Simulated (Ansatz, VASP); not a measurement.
**One calculation of AlNi, two programs**

The input INCAR:

```
SYSTEM = AlNi
  PREC = Accurate
  ENCUT = 520
  EDIFF = 1E-6
  ISMEAR = -1
  SIGMA = 0.05
  LREAL = .False.
  LASPH = .True.
  NELM = 150
  ALGO = Normal
  ISIF = 2
  LWAVE = .False.
  LCHARG = .False.
  ISPIN = 2
  MAGMOM = 1 0
  LORBIT = 11
  LMAXMIX = 4
  GGA = PE
  NBANDS = 18
```

The input KPOINTS:

```
Automatic mesh
0
Gamma
  9 9 9
  0 0 0
```

File POSCAR:

```
AlNi
1.0
    2.8810000000      0.0000000000      0.0000000000
    0.0000000000      2.8810000000      0.0000000000
    0.0000000000      0.0000000000      2.8810000000
Ni Al
1 1
Direct
    0.4989740000      0.4745230000      0.4981530000
    0.0060500000      0.0109750000     -0.0022860000
```

The input input.yaml:

```yaml
crystal:
  lattice:
    - [2.881, 0.0, 0.0]
    - [0.0, 2.881, 0.0]
    - [0.0, 0.0, 2.881]
  atoms:
    - { symbol: Ni, position: [0.498974, 0.474523, 0.498153], spin: 1.0 }
    - { symbol: Al, position: [0.00605, 0.010975, -0.002286] }
kpoints:
  mp_grid: { grid: [9, 9, 9] }
scf:
  occupations: { method: fermi_dirac, width: 0.05 }
hamiltonian:
  xc: pbe
  pseudopotentials: { kind: all_electron, lapw: { basis_error: 0.001 } }
magnetization:
  spin_polarized: true
output:
  forces: true
  stress: true
  eigenvalues: true
  populations: true
```

Change from the starting cell: atoms moved at random, drawn with an rms of 0.05 Å.

Alike in both runs: task single point; functional PBE; k mesh 9 × 9 × 9; occupations fermi-dirac, width 0.05 eV; collinear spin.

```csv
,VASP,Ansatz
version,VASP 6.6.1,Ansatz 0.2.0
potentials or method,"VASP PAW PBE potentials, release 64 (Ni, Al), cutoff 520 eV","all-electron LAPW, scalar-relativistic"
```

```tsv
	VASP	Ansatz	Ansatz less VASP
gap on the k mesh at the Fermi level (eV)	none	none	-
pressure (GPa)	2.7	2.7	-0.07
traceless stress, the component that is largest in VASP (GPa)	-0.40	-0.40	+0.002
rms of the force components (eV/Å)	0.369	0.368	-0.0014
net moment per atom (μB)	0.00	0.00	0.000
```

Atom by atom the forces differ by 0.001 eV/Å (rms over components). A gap of «none» marks a metal or a gap that the smearing closes. Ansatz ran all-electron here, and VASP with PAW potentials.
